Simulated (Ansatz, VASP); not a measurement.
## One calculation of WC, two programs

```
W C
1.0
     2.90050    0.00000    0.00000
    -1.45025    2.51191    0.00000
     0.00000    0.00000    2.82900
W C
1 1
Direct
  0.00000 0.00000 0.00000
  0.61495 0.33333 0.39396
```

Alike in both runs: task single point; functional PBEsol; k mesh 18 × 18 × 16; occupations gaussian, width 0.15 eV; no spin polarisation.

```csv
,VASP,Ansatz
version,VASP 6.6.1,Ansatz 0.2.0
potentials or method,"VASP PAW PBE potentials, release 64 (W_sv, C), cutoff 520 eV","scalar-relativistic, plane waves, PAW"
valence electrons in the cell,18,18
```

|  | VASP | Ansatz | Ansatz less VASP |
| --- | --- | --- | --- |
| gap on the k mesh at the Fermi level (eV) | none | none | - |
| pressure (GPa) | 25.1 | 23.5 | -1.55 |
| traceless stress, the component that is largest in VASP (GPa) | 17.28 | 17.10 | -0.176 |
| rms of the force components (eV/Å) | 3.503 | 3.465 | -0.0382 |

VASP's potentials were made for PBE, not for PBEsol. Atom by atom the forces differ by 0.038 eV/Å (rms over components). A gap of «none» marks a metal or a gap that the smearing closes.

Spin-orbit coupling is off throughout.
